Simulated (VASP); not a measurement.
Set up this calculation in VASP 6.6.1, as the native input.

```
Task                   : single point
Functional             : RPBE
Potentials or basis    : VASP PAW PBE potentials, release 64 (Sc_sv)
Cutoff                 : 520 eV
k mesh                 : 8 × 8 × 11
Occupations            : fermi-dirac, width 0.1 eV
Spin                   : no spin polarisation
Dipole correction      : no
Further INCAR settings : ALGO = Normal; EDIFF = 1e-06; NBANDS = 24
```

The structure of Sc lies in POSCAR:

```
Sc
1.0
    4.9977218777      0.0000000000      0.0000000000
   -2.4988609388      4.3281541071      0.0000000000
    0.0000000000      0.0000000000      3.1184849074
Sc
3
Direct
    0.0000000000      0.0000000000      0.0000000000
    0.3333333333      0.6666666667      0.5000000000
    0.6666666667      0.3333333333      0.5000000000
```

This cell differs from its parent crystal: volume scaled by 0.88.

These files were run (other wordings do the same):

INCAR

```
SYSTEM = Sc
PREC = Accurate ; ENCUT = 520
EDIFF = 1E-6 ; ISMEAR = -1
SIGMA = 0.1 ; LREAL = .False.
LASPH = .True. ; NELM = 60
ALGO = Normal ; ISIF = 2
LWAVE = .False. ; LCHARG = .False.
GGA = RP ; NBANDS = 24
```

KPOINTS

```
Automatic mesh
0
Gamma
  8 8 11
  0 0 0
```

Potentials or basis: VASP PAW PBE potentials, release 64 (Sc_sv).

Command:

```bash
$ cat potpaw_PBE.64/Sc_sv/POTCAR > POTCAR
$ mpirun -np 1 vasp_std > vasp.out
```

Results of the run:

The pressure is 7.8 GPa.

Caveat: the PAW data sets were made with another functional, which shifts forces and pressure a little.

It took 46 s on 1 thread of Intel(R) Xeon(R) 6975P-C (Granite Rapids), with other jobs on the host, peak memory 0.22 GiB.
